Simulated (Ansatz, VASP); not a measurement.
## One calculation of GaP, two programs

Contents of POSCAR:

```
GaP
1.0
    0.0000000000      2.7252500963      2.7252500963
    2.7252500963      0.0000000000      2.7252500963
    2.7252500963      2.7252500963      0.0000000000
Ga P
1 1
Direct
    0.0000000000      0.0000000000      0.0000000000
    0.7500000000      0.7500000000      0.7500000000
```

File INCAR.step1:

```
SYSTEM = GaP
PREC     = Accurate       ! precision mode
ENCUT    = 520            ! plane-wave cutoff, eV
EDIFF    = 1E-5           ! SCF threshold, eV
ISMEAR   = 0              ! smearing method
SIGMA    = 0.05           ! smearing width, eV
LREAL    = .FALSE.        ! projectors in reciprocal space
LASPH    = .TRUE.         ! aspherical terms in the spheres
NELM     = 80             ! most SCF steps
ALGO     = Normal         ! electronic algorithm
ISIF     = 2              ! what is computed and relaxed
LWAVE    = .TRUE.         ! write WAVECAR
GGA      = PE             ! functional
NBANDS   = 16             ! bands
```

File INCAR.step2:

```
SYSTEM = GaP
PREC     = Accurate       ! precision mode
ENCUT    = 520            ! plane-wave cutoff, eV
EDIFF    = 1E-7           ! SCF threshold, eV
ISMEAR   = 0              ! smearing method
SIGMA    = 0.05           ! smearing width, eV
LREAL    = .FALSE.        ! projectors in reciprocal space
LASPH    = .TRUE.         ! aspherical terms in the spheres
NELM     = 80             ! most SCF steps
ALGO     = Normal         ! electronic algorithm
ISIF     = 2              ! what is computed and relaxed
LWAVE    = .FALSE.        ! write WAVECAR
LCHARG   = .TRUE.         ! write CHGCAR
GGA      = PE             ! functional
LHFCALC  = .TRUE.         ! exact exchange
AEXX     = 0.35           ! exact-exchange fraction
HFSCREEN = 0.1            ! screening, 1/A
PRECFOCK = Normal       
LELF     = .TRUE.         ! ELF
LVHAR    = .TRUE.       
ISTART   = 1            
NBANDS   = 16             ! bands
```

File KPOINTS:

```
Automatic mesh
0
G
  4 4 4
  0 0 0
```

Input for Ansatz:

```yaml
crystal:
  lattice:
    - [0.0, 2.7252500963, 2.7252500963]
    - [2.7252500963, 0.0, 2.7252500963]
    - [2.7252500963, 2.7252500963, 0.0]
  atoms:
    - { symbol: Ga, position: [0.0, 0.0, 0.0] }
    - { symbol: P, position: [0.75, 0.75, 0.75] }
basis:
  ecutwfc: 420
  ecutrho_ratio: 4
kpoints:
  mp_grid: { grid: [4, 4, 4] }
hamiltonian:
  xc: { preset: hse06, exx: { coeff: 0.35, omega: 0.1 } }
scf:
  occupations: { method: gaussian, width: 0.05 }
  n_extra_bands: 9
output:
  forces: true
  stress: true
  eigenvalues: true
  populations: true
  dos: { projected: true, de: 0.02 }
  write_density: true
  write_potential: true
  elf: true
  volumetric_format: npy
```

Alike in both runs: task single point; functional PBE-based screened hybrid with a share of 0.35 of exact exchange and HFSCREEN = 0.1; k mesh 4 × 4 × 4; occupations gaussian, width 0.05 eV; no spin polarisation.

|  | VASP | Ansatz |
| --- | --- | --- |
| version | VASP 6.6.1 | Ansatz 0.2.0 |
| potentials or method | VASP PAW PBE potentials, release 64 (Ga_d, P), cutoff 520 eV | scalar-relativistic, plane waves, PAW |
| valence electrons in the cell | 18 | 18 |

```tsv
	VASP	Ansatz	Ansatz less VASP
gap on the k mesh at the Fermi level (eV)	3.06	3.02	-0.040
least direct gap on the mesh (eV)	3.76	3.73	-0.036
pressure (GPa)	-0.2	0.2	+0.43
```

VASP's potentials were made for PBE, not for PBE-based screened hybrid. Ansatz's warnings: stress exchange threshold loose, stress scf threshold loose.

The k mesh is coarse, so the values compare programs but aren't converged.
